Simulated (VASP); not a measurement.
# Al4Sb3N (Pm) in VASP: further runs

Aim: see how the results for Al4Sb3N move with the level of theory and the settings. Levels: PBE, r2SCAN. Tasks: single point.

Everything below comes from runs of VASP 6.6.1. Logs are shortened: lines on timing, memory, paths and dates and some standing lists are left out, and cuts for length are marked.

## (1) The cell of the first run

Symmetry: Pm, No. 6, monoclinic system. Conventional cell: a = 6.600 Å, b = 3.977 Å, c = 7.118 Å, α = 90.00°, β = 90.61°, γ = 90.00°. Within 2.5 Å of N (site symmetry m) lie 4 Al at 1.90 to 2.20 Å. Within 3.4 Å of Sb (site symmetry m) lie 4 Al at 2.61 to 2.85 Å. Sb (site symmetry m) has 4 Al at 2.57 to 2.76 Å within 3.4 Å. Within 3.4 Å of Sb (site symmetry m) lie 4 Al at 2.58 to 2.64 Å. Al (site symmetry m) has 1 N at 1.90 Å within 2.5 Å. Al (site symmetry m) has 4 Sb at 2.57 to 2.61 Å within 3.4 Å. Within 2.9 Å of Al (site symmetry m) lie 2 N at 2.20 Å and 2 Sb at 2.76 to 2.85 Å. Within 2.7 Å of Al (site symmetry m) lie 1 N at 1.93 Å and 3 Sb at 2.64 to 2.70 Å.

## (2) Single point, PBE

Input file INCAR:

```
PREC = Accurate ; ENCUT = 600
EDIFF = 1E-6 ; ISMEAR = -1
SIGMA = 0.02 ; LREAL = False
LASPH = True ; NELM = 120
ALGO = Normal ; ISIF = 2
LWAVE = False ; LCHARG = False
GGA = PE ; NBANDS = 26
GGA_COMPAT = False
```

Input file KPOINTS:

```
Automatic mesh
0
Gamma
  4 6 4
```

Input file POSCAR:

```
Al4Sb3N
1.0
    6.5995530931      0.0000000000     -0.0353281182
    0.0000000000      3.9771680022      0.0000000000
   -0.0376033744      0.0000000000      7.1179800500
N Sb Al
1 3 4
Direct
   -0.0033758541      0.0000000000      0.3395038202
   -0.0018391758      0.5000000000      0.8390994905
    0.4965468449      0.5000000000      0.1882492237
    0.5102052378      0.0000000000      0.6358414822
    0.2845025245      0.0000000000      0.3314046884
    0.3943678283      0.5000000000      0.8387046051
    0.9122355703      0.5000000000      0.2310735777
    0.9073570241      0.0000000000      0.5961231121
```

Potentials or basis: VASP PAW PBE potentials, release 64 (N, Sb, Al).

Launch:

```sh
cat potpaw_PBE.64/N/POTCAR potpaw_PBE.64/Sb/POTCAR potpaw_PBE.64/Al/POTCAR > POTCAR
mpirun -np 1 vasp_std > vasp.out
```

OUTCAR:

```text
PREC = Accurate
   ENCUT = 600
   EDIFF = 1E-6
   ISMEAR = -1
   LREAL = False
   LASPH = True
   NELM = 120
   ISIF = 2
   GGA = PE

 ion  position               nearest neighbor table
   1  0.997  0.000  0.340-   5 1.90   8 1.93   7 2.20   7 2.20
   2  0.998  0.500  0.839-   6 2.61   8 2.70   8 2.70   7 2.85
   3  0.497  0.500  0.188-   6 2.57   5 2.64   5 2.64   7 2.76   4 3.76   4 3.76
   4  0.510  0.000  0.636-   6 2.58   6 2.58   5 2.62   8 2.64   3 3.76   3 3.76
   5  0.285  0.000  0.331-   1 1.90   4 2.62   3 2.64   3 2.64   8 3.14   7 3.23   7 3.23
   6  0.394  0.500  0.839-   3 2.57   4 2.58   4 2.58   2 2.61
   7  0.912  0.500  0.231-   1 2.20   1 2.20   3 2.76   2 2.85   5 3.23   5 3.23   8 3.27   8 3.27

   8  0.907  0.000  0.596-   1 1.93   4 2.64   2 2.70   2 2.70   5 3.14   7 3.27   7 3.27

  LATTYP: Found a simple monoclinic cell.
 ALAT       =     6.5996476500
 B/A-ratio  =     0.6026333849
 C/A-ratio  =     1.0785544553
 COS(beta)  =    -0.0106356784

  Lattice vectors:

 A1 = (   6.5995530931,   0.0000000000,  -0.0353281182)
 A2 = (   0.0000000000,   3.9771680022,   0.0000000000)
 A3 = (  -0.0376033744,   0.0000000000,   7.1179800500)

Analysis of symmetry for initial positions (statically):
=====================================================================
 Subroutine PRICEL returns:
 Original cell was already a primitive cell.

 Routine SETGRP: Setting up the symmetry group for a
 simple monoclinic supercell.

 Subroutine GETGRP returns: Found  2 space group operations
 (whereof  2 operations were pure point group operations)
 out of a pool of  4 trial point group operations.

The static configuration has the point symmetry C_1h.

Analysis of symmetry for dynamics (positions and initial velocities):
=====================================================================
 Subroutine PRICEL returns:
 Original cell was already a primitive cell.

 Routine SETGRP: Setting up the symmetry group for a
 simple monoclinic supercell.

 Subroutine GETGRP returns: Found  2 space group operations
 (whereof  2 operations were pure point group operations)
 out of a pool of  4 trial point group operations.

The dynamic configuration has the point symmetry C_1h.

 Subroutine INISYM returns: Found  2 space group operations
 (whereof  2 operations are pure point group operations),
 and found     1 'primitive' translations

----------------------------------------------------------------------------------------

                                     Primitive cell

  volume of cell :     186.8241

  direct lattice vectors                    reciprocal lattice vectors
     6.599553093  0.000000000 -0.035328118     0.151529697  0.000000000  0.000800512
     0.000000000  3.977168002  0.000000000     0.000000000  0.251435192  0.000000000
    -0.037603374  0.000000000  7.117980050     0.000752076  0.000000000  0.140493268

  length of vectors
     6.599647650  3.977168002  7.118079376     0.151531811  0.251435192  0.140495281

  position of ions in fractional coordinates (direct lattice)
     0.996624146  0.000000000  0.339503820
     0.998160824  0.500000000  0.839099490
     0.496546845  0.500000000  0.188249224
     0.510205238  0.000000000  0.635841482
     0.284502524  0.000000000  0.331404688
     0.394367828  0.500000000  0.838704605
     0.912235570  0.500000000  0.231073578
     0.907357024  0.000000000  0.596123112

  ion indices of the primitive-cell ions
   primitive index   ion index
                 1           1
                 2           2
                 3           3
                 4           4
                 5           5
                 6           6
                 7           7
                 8           8

----------------------------------------------------------------------------------------

 KPOINTS: Automatic mesh

Automatic generation of k-mesh.
 Grid dimensions read from file:
 generate k-points for:    4    6    4

 Generating k-lattice:

  Cartesian coordinates                     Fractional coordinates (reciprocal lattice)
[... 49 lines left out ...]
  ---------------------------------------------------
  ext. energy  EPLUGINS =         0.00000000
  ---------------------------------------------------
  free energy    TOTEN  =       -36.84140742 eV

  energy without entropy =      -36.83959970  energy(sigma->0) =      -36.84050356

 E-fermi :   6.0050     XC(G=0):  -9.1706

 val. band max:        5.9949668432   @ k =   0.5000   0.0000   0.2500
 cond. band min:       6.0553543956   @ k =   0.0000   0.1667   0.2500
 fundamental gap:      0.0603875524
 Fermi energy:         6.0049952275

 k-point     1 :       0.0000    0.0000    0.0000
  band No.  band energies     occupation
      1      -9.3360      2.00000
      2      -5.1461      2.00000
      3      -3.8093      2.00000
      4      -3.2505      2.00000
      5      -0.6167      2.00000
      6      -0.1456      2.00000
[... 18 lines left out ...]
     25      10.1921      0.00000
     26      10.9995      0.00000

 k-point     2 :       0.2500    0.0000   -0.0000
  band No.  band energies     occupation
      1      -9.3292      2.00000
      2      -5.0785      2.00000
      3      -3.9428      2.00000
      4      -3.3501      2.00000
      5      -0.4628      2.00000
      6      -0.0233      2.00000
[... 18 lines left out ...]
     25      10.1205      0.00000
     26      10.4716      0.00000

 k-point     3 :       0.5000    0.0000   -0.0000
  band No.  band energies     occupation
      1      -9.3224      2.00000
      2      -4.9926      2.00000
      3      -4.1127      2.00000
      4      -3.4000      2.00000
      5      -0.5482      2.00000
      6      -0.1526      2.00000
[... 572 lines left out ...]
 k-point    23 :       0.5000    0.3333    0.2500
  band No.  band energies     occupation
      1      -9.1640      2.00000
      2      -4.0723      2.00000
      3      -3.5603      2.00000
      4      -3.2548      2.00000
      5      -0.6680      2.00000
      6       0.0999      2.00000
[... 18 lines left out ...]
     25      10.3133      0.00000
     26      10.7741      0.00000

 k-point    24 :      -0.2500    0.3333    0.2500
  band No.  band energies     occupation
      1      -9.1676      2.00000
      2      -4.2232      2.00000
      3      -3.4781      2.00000
      4      -3.1164      2.00000
      5      -0.5599      2.00000
      6       0.0426      2.00000
[... 18 lines left out ...]
     25      10.3820      0.00000
     26      10.7852      0.00000

 [... further k-points ...]

------------------------ aborting loop because EDIFF is reached ----------------------------------------

  FORCE on cell =-STRESS in cart. coord.  units (eV):
  Direction    XX          YY          ZZ          XY          YZ          ZX
  --------------------------------------------------------------------------------------
  -------------------------------------------------------------------------------------
  Total        1.9521357      1.5306947      2.0995680      0.0000000      0.0000000     -0.0716741
  in kB       16.7412409     13.1270216     18.0055989      0.0000000      0.0000000     -0.6146673
  external PRESSURE =      15.9579538 kB  Pullay stress =       0.0000000 kB

 VOLUME and BASIS-vectors are now :
 -----------------------------------------------------------------------------
  energy-cutoff  :      600.00
  volume of cell :      186.82
      direct lattice vectors                 reciprocal lattice vectors
     6.599553093  0.000000000 -0.035328118     0.151529697  0.000000000  0.000800512
     0.000000000  3.977168002  0.000000000     0.000000000  0.251435192  0.000000000
    -0.037603374  0.000000000  7.117980050     0.000752076  0.000000000  0.140493268

 POSITION                                       TOTAL-FORCE (eV/Angst)
 -----------------------------------------------------------------------------------
      6.56451      0.00000      2.38137        -0.132595      0.000000     -0.133078
      6.55586      1.98858      5.93743        -0.120090      0.000000      0.109069
      3.26991      1.98858      1.32241         0.090387      0.000000      0.063131
      3.34322      0.00000      4.50788         0.059483      0.000000     -0.102312
      1.86513      0.00000      2.34888        -0.124866      0.000000     -0.028276
      2.57111      1.98858      5.95595         0.016075      0.000000      0.059907
      6.01166      1.98858      1.61255         0.132197      0.000000      0.151602
      5.96573      0.00000      4.21114         0.079408      0.000000     -0.120043
 -----------------------------------------------------------------------------------
    total drift:                               -0.000093     -0.000000      0.000087

  FREE ENERGIE OF THE ION-ELECTRON SYSTEM (eV)
  ---------------------------------------------------
  free  energy   TOTEN  =       -36.8414074242 eV

  energy  without entropy=      -36.8395996968  energy(sigma->0) =      -36.84050356
```

It took 5.9 min on 1 thread of Oxide Virtual Turin-like, shared host; peak memory 0.39 GiB.

What came out:

```yaml
Free_energy: -36.8414 eV
Pressure: 1.6 GPa
Largest_force: 0.201 eV/Å
Band_gap_on_the_k_mesh: zero (bands 16 and 17 overlap by 0.56 eV)
```

Forces on the atoms (eV/Å):
```
N   -0.133  0.000 -0.133
Sb  -0.120  0.000  0.109
Sb   0.090  0.000  0.063
Sb   0.059  0.000 -0.102
Al  -0.125  0.000 -0.028
Al   0.016  0.000  0.060
Al   0.132  0.000  0.152
Al   0.079  0.000 -0.120
```

Levels at points of the mesh, in eV from the Fermi level:
| k point | band 13 | band 14 | band 15 | band 16 | band 17 | band 18 | band 19 | band 20 |
| --- | --- | --- | --- | --- | --- | --- | --- | --- |
| (0.00, 0.00, 0.00) | -1.46 | -1.18 | -0.24 | -0.18 | 0.56 | 1.45 | 2.40 | 3.01 |
| (0.50, 0.00, 0.00) | -1.36 | -0.37 | -0.36 | -0.20 | 0.18 | 1.51 | 2.04 | 2.16 |
| (0.00, 0.50, 0.00) | -2.92 | -2.58 | -2.22 | -1.96 | 1.43 | 2.01 | 2.07 | 2.40 |
| (0.50, 0.50, 0.00) | -2.74 | -1.90 | -1.73 | -1.23 | 1.23 | 1.82 | 2.18 | 2.46 |
| (0.00, 0.00, 0.50) | -1.26 | -0.83 | -0.64 | 0.15 | 0.41 | 1.77 | 2.13 | 2.69 |
| (0.50, 0.00, 0.50) | -1.86 | -0.96 | -0.59 | -0.43 | 0.39 | 1.70 | 1.74 | 2.41 |
| (0.00, 0.50, 0.50) | -2.71 | -2.40 | -1.31 | -1.25 | 0.30 | 0.78 | 1.86 | 2.11 |
| (0.50, 0.50, 0.50) | -1.87 | -1.74 | -1.50 | -1.46 | 0.62 | 0.72 | 1.32 | 1.58 |

Caveat: semilocal functionals underestimate gaps, and a narrow one can read as zero; spin-orbit coupling is left out, which moves the levels of the heavy elements.

## (3) Single point, PBE

This run uses another cell than the first one, of 23.80 Å³/atom.

Input file INCAR:

```
SYSTEM = Al4Sb3N
ALGO     = Normal         ! electronic algorithm
EDIFF    = 1E-6           ! SCF threshold, eV
ENCUT    = 600            ! plane-wave cutoff, eV
GGA      = PE             ! functional
GGA_COMPAT= .FALSE.      
ISIF     = 2              ! what is computed and relaxed
ISMEAR   = -1             ! smearing method
LASPH    = .TRUE.         ! aspherical terms in the spheres
LCHARG   = .TRUE.         ! write CHGCAR
LELF     = .TRUE.         ! ELF
LREAL    = .FALSE.        ! projectors in reciprocal space
LVHAR    = .TRUE.       
LWAVE    = .FALSE.        ! write WAVECAR
NBANDS   = 26             ! bands
NELM     = 120            ! most SCF steps
PREC     = Accurate       ! precision mode
SIGMA    = 0.02           ! smearing width, eV
```

Input file KPOINTS:

```
k-points
0
G
  4 6 4
  0 0 0
```

Input file POSCAR:

```
Al4Sb3N
1.0
    6.6297498128      0.0000000000     -0.0389502406
    0.0000000000      3.9953033277      0.0000000000
   -0.0413127959      0.0000000000      7.1869667212
N Sb Al
1 3 4
Direct
   -0.0046918822      0.0000000000      0.3388370404
   -0.0035448712      0.5000000000      0.8404109690
    0.4968282590      0.5000000000      0.1881369290
    0.5101913828      0.0000000000      0.6336263553
    0.2832004658      0.0000000000      0.3301284707
    0.3945890119      0.5000000000      0.8387693456
    0.9143445246      0.5000000000      0.2350309524
    0.9090831093      0.0000000000      0.5950599376
```

Potentials or basis: VASP PAW PBE potentials, release 64 (N, Sb, Al).

Launch:

```sh
cat potpaw_PBE.64/N/POTCAR potpaw_PBE.64/Sb/POTCAR potpaw_PBE.64/Al/POTCAR > POTCAR
mpirun -np 1 vasp_std > vasp.out
```

Run time: 4.3 min. Hardware: 1 thread of Oxide Virtual Turin-like, shared host; peak memory 0.4 GiB.

It converged, with:

* Free energy: -36.8700 eV
* Pressure: 0.2 GPa
* Largest force: 0.044 eV/Å
* Band gap on the k mesh: zero (bands 16 and 17 overlap by 0.52 eV)

Forces on the atoms (eV/Å):
```
N    0.002  0.000  0.002
Sb  -0.013  0.000  0.013
Sb   0.018  0.000  0.007
Sb   0.009  0.000 -0.011
Al  -0.044  0.000 -0.002
Al  -0.001  0.000  0.008
Al   0.014  0.000  0.015
Al   0.015  0.000 -0.031
```

Levels at points of the mesh, in eV from the Fermi level:
```csv
k point,band 13,band 14,band 15,band 16,band 17,band 18,band 19,band 20
"(0.00, 0.00, 0.00)",-1.34,-1.11,-0.16,-0.15,0.64,1.47,2.37,3.05
"(0.50, 0.00, 0.00)",-1.24,-0.35,-0.26,-0.18,0.25,1.55,2.03,2.19
"(0.00, 0.50, 0.00)",-2.79,-2.48,-2.10,-1.85,1.50,2.02,2.07,2.39
"(0.50, 0.50, 0.00)",-2.61,-1.81,-1.63,-1.11,1.28,1.80,2.20,2.45
"(0.00, 0.00, 0.50)",-1.13,-0.77,-0.56,0.11,0.50,1.79,2.13,2.70
"(0.50, 0.00, 0.50)",-1.73,-0.86,-0.48,-0.33,0.36,1.72,1.76,2.44
"(0.00, 0.50, 0.50)",-2.59,-2.28,-1.25,-1.18,0.29,0.81,1.91,2.06
"(0.50, 0.50, 0.50)",-1.79,-1.65,-1.39,-1.39,0.60,0.79,1.33,1.60
```

Caveat: semilocal functionals underestimate gaps, and a narrow one can read as zero; spin-orbit coupling is left out, which moves the levels of the heavy elements.

## (4) Single point, r2SCAN

Input file POSCAR:

```
Al4Sb3N
1.0
    6.5995530931      0.0000000000     -0.0353281182
    0.0000000000      3.9771680022      0.0000000000
   -0.0376033744      0.0000000000      7.1179800500
N Sb Al
1 3 4
Direct
   -0.0033758541      0.0000000000      0.3395038202
   -0.0018391758      0.5000000000      0.8390994905
    0.4965468449      0.5000000000      0.1882492237
    0.5102052378      0.0000000000      0.6358414822
    0.2845025245      0.0000000000      0.3314046884
    0.3943678283      0.5000000000      0.8387046051
    0.9122355703      0.5000000000      0.2310735777
    0.9073570241      0.0000000000      0.5961231121
```

Input file INCAR.step1:

```
  PREC = Accurate
  ENCUT = 660
  ISMEAR = -1
  SIGMA = 0.02
  LREAL = False
  LASPH = True
  NELM = 120
  NBANDS = 26
  GGA = PE
  ALGO = Normal
  EDIFF = 1E-5
  LWAVE = True
  LCHARG = False
  GGA_COMPAT = False
```

Input file INCAR.step2:

```
  PREC = Accurate
  ENCUT = 660
  EDIFF = 1E-6
  ISMEAR = -1
  SIGMA = 0.02
  LREAL = False
  LASPH = True
  NELM = 120
  ALGO = Normal
  ISIF = 2
  LWAVE = False
  LCHARG = False
  METAGGA = R2SCAN
  LMIXTAU = True
  NBANDS = 26
  ISTART = 1
  GGA_COMPAT = False
```

Input file KPOINTS:

```
Automatic mesh
0
Gamma
  4 6 4
```

Launch:

```sh
cat potpaw_PBE.64/N/POTCAR potpaw_PBE.64/Sb/POTCAR potpaw_PBE.64/Al/POTCAR > POTCAR
cp INCAR.step1 INCAR
mpirun -np 1 vasp_std > vasp.out
cp INCAR.step2 INCAR
mpirun -np 1 vasp_std > vasp.out
```

It took 22 min on 1 thread of Oxide Virtual Turin-like, shared host; peak memory 0.49 GiB.

It converged, with:

```
Free energy            : -115.0081 eV
Pressure               : 0.1 GPa
Largest force          : 0.048 eV/Å
Band gap on the k mesh : zero (bands 16 and 17 overlap by 0.62 eV)
```

Forces in eV/Å, atoms in the order of the input:
```
N   -0.001  0.000 -0.004
Sb  -0.013  0.000  0.012
Sb   0.013  0.000  0.006
Sb   0.007  0.000 -0.010
Al  -0.048  0.000 -0.001
Al  -0.003  0.000  0.008
Al   0.028  0.000  0.030
Al   0.016  0.000 -0.041
```

Levels at points of the mesh, in eV from the Fermi level:
| k point | band 12 | band 13 | band 14 | band 15 | band 16 | band 17 | band 18 | band 19 | band 20 | band 21 |
| --- | --- | --- | --- | --- | --- | --- | --- | --- | --- | --- |
| (0.00, 0.00, 0.00) | -1.65 | -1.49 | -1.33 | -0.38 | -0.29 | 0.48 | 1.68 | 2.73 | 3.24 | 3.66 |
| (0.50, 0.00, 0.00) | -1.77 | -1.54 | -0.49 | -0.46 | -0.21 | 0.07 | 1.74 | 2.31 | 2.36 | 2.67 |
| (0.00, 0.50, 0.00) | -4.01 | -3.16 | -2.82 | -2.44 | -2.15 | 1.56 | 2.16 | 2.26 | 2.58 | 3.15 |
| (0.50, 0.50, 0.00) | -3.75 | -2.95 | -2.13 | -1.93 | -1.40 | 1.36 | 1.98 | 2.41 | 2.67 | 2.90 |
| (0.00, 0.00, 0.50) | -2.86 | -1.43 | -0.96 | -0.81 | 0.21 | 0.33 | 1.93 | 2.37 | 2.93 | 3.56 |
| (0.50, 0.00, 0.50) | -2.50 | -2.04 | -1.12 | -0.73 | -0.56 | 0.47 | 1.85 | 1.88 | 2.64 | 3.05 |
| (0.00, 0.50, 0.50) | -3.20 | -2.94 | -2.60 | -1.51 | -1.44 | 0.43 | 0.90 | 2.00 | 2.37 | 2.53 |
| (0.50, 0.50, 0.50) | -2.19 | -2.09 | -1.97 | -1.67 | -1.65 | 0.77 | 0.83 | 1.53 | 1.78 | 1.79 |

Caveat: semilocal functionals underestimate gaps, and a narrow one can read as zero; the PAW data sets were made with another functional, which shifts forces and pressure a little; spin-orbit coupling is left out, which moves the levels of the heavy elements.

## (5) Overview

```csv
level,cell,cutoff (eV),gap on the mesh (eV),pressure (GPa),largest force (eV/Å)
PBE,"a = 6.600, b = 3.977, c = 7.118 Å, angles 90.0, 90.6, 90.0°, 8 atoms, atomic positions A",600,none,1.6,0.20
PBE,"a = 6.630, b = 3.995, c = 7.187 Å, angles 90.0, 90.7, 90.0°, 8 atoms, atomic positions B",600,none,0.2,0.04
r2SCAN,"a = 6.600, b = 3.977, c = 7.118 Å, angles 90.0, 90.6, 90.0°, 8 atoms, atomic positions A",660,none,0.1,0.05
```

Alike in all rows: task single point; potentials or basis VASP PAW PBE potentials, release 64 (N, Sb, Al); no spin polarisation; k mesh 4 × 6 × 4; smearing fermi-dirac 0.02 eV.

Caveats: semilocal functionals underestimate gaps, and a narrow one can read as zero; spin-orbit coupling is left out, which moves the levels of the heavy elements; the PAW data sets were made with another functional, which shifts forces and pressure a little (at least some runs).

Absolute energies hang on the potentials; compare differences alone.

The gap in the log of VASP goes by the Fermi energy; the results here count the filled bands.